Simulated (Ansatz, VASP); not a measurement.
**Cu4O: VASP beside Ansatz**

INCAR

```
SYSTEM = Cu4O
ALGO = Normal
EDIFF = 1E-6
EDIFFG = -0.04
ENCUT = 600
GGA = PE
IBRION = 2
ISIF = 3
ISMEAR = 0
ISPIN = 2
LASPH = .TRUE.
LCHARG = .FALSE.
LMAXMIX = 4
LORBIT = 11
LREAL = .FALSE.
LWAVE = .FALSE.
MAGMOM = 1 1 1 1 0
NELM = 150
NSW = 90
PREC = Accurate
SIGMA = 0.1
```

KPOINTS

```
k-points
0
G
  4 4 4
  0 0 0
```

The input POSCAR:

```
Cu4O
1.0
    3.8749513600      0.0000000000      0.0000000000
    0.0000000000      3.8749513600      0.0000000000
    0.0000000000      0.0000000000      3.8749513600
Cu O
4 1
Direct
    0.5000000000      0.5000000000      0.5000000000
    0.5000000000      0.0000000000      0.0000000000
    0.0000000000      0.5000000000      0.0000000000
    0.0000000000      0.0000000000      0.5000000000
    0.0000000000      0.0000000000      0.0000000000
```

Input for Ansatz:

```yaml
crystal:
  lattice:
    - [3.87495136, 0.0, 0.0]
    - [0.0, 3.87495136, 0.0]
    - [0.0, 0.0, 3.87495136]
  atoms:
    - { symbol: Cu, position: [0.5, 0.5, 0.5], spin: 1.0 }
    - { symbol: Cu, position: [0.5, 0.0, 0.0], spin: 1.0 }
    - { symbol: Cu, position: [0.0, 0.5, 0.0], spin: 1.0 }
    - { symbol: Cu, position: [0.0, 0.0, 0.5], spin: 1.0 }
    - { symbol: O, position: [0.0, 0.0, 0.0] }
basis:
  ecutwfc: 420
kpoints:
  mp_grid: { grid: [4, 4, 4] }
hamiltonian:
  xc: pbe
scf:
  occupations: { method: gaussian, width: 0.1 }
  lower_state_search: "off"
output:
  forces: true
  stress: true
  eigenvalues: true
  populations: true
magnetization:
  spin_polarized: true
relax:
  adjacent_minimum: "off"
  f_tol: 0.04
  max_steps: 70
  cell: { stress_tol: 0.4 }
```

Alike in both runs: task relaxation of cell and atoms; functional PBE; k mesh 4 × 4 × 4; occupations gaussian, width 0.1 eV; collinear spin.

|  | VASP | Ansatz |
| --- | --- | --- |
| version | VASP 6.6.1 | Ansatz 0.2.0 |
| potentials or method | VASP PAW PBE potentials, release 64 (Cu, O), cutoff 600 eV | scalar-relativistic, plane waves, PAW |
| valence electrons in the cell | 50 | 82 |

Ansatz gave:

```
gap on the k mesh at the Fermi level, each at its own relaxed structure (eV) : none
net moment per atom (μB)                                                     : 0.00
relaxed volume (Å³/atom)                                                     : 12.46
relaxed cell length with the largest relative difference (Å)                 : 3.964
```

Task: What did VASP give for the same quantities?

Result: gap on the k mesh at the Fermi level, each at its own relaxed structure (eV): none; net moment per atom (μB): 0.00; relaxed volume (Å³/atom): 12.54; relaxed cell length with the largest relative difference (Å): 3.973.

A gap of «none» marks a metal or a gap that the smearing closes. VASP's potentials hold 50 valence electrons a cell and Ansatz's 82, so a difference there can come from the potentials and not from the codes. Ansatz's warnings: seeded moment not kept.

The k mesh is coarse, so the values compare programs but aren't converged.
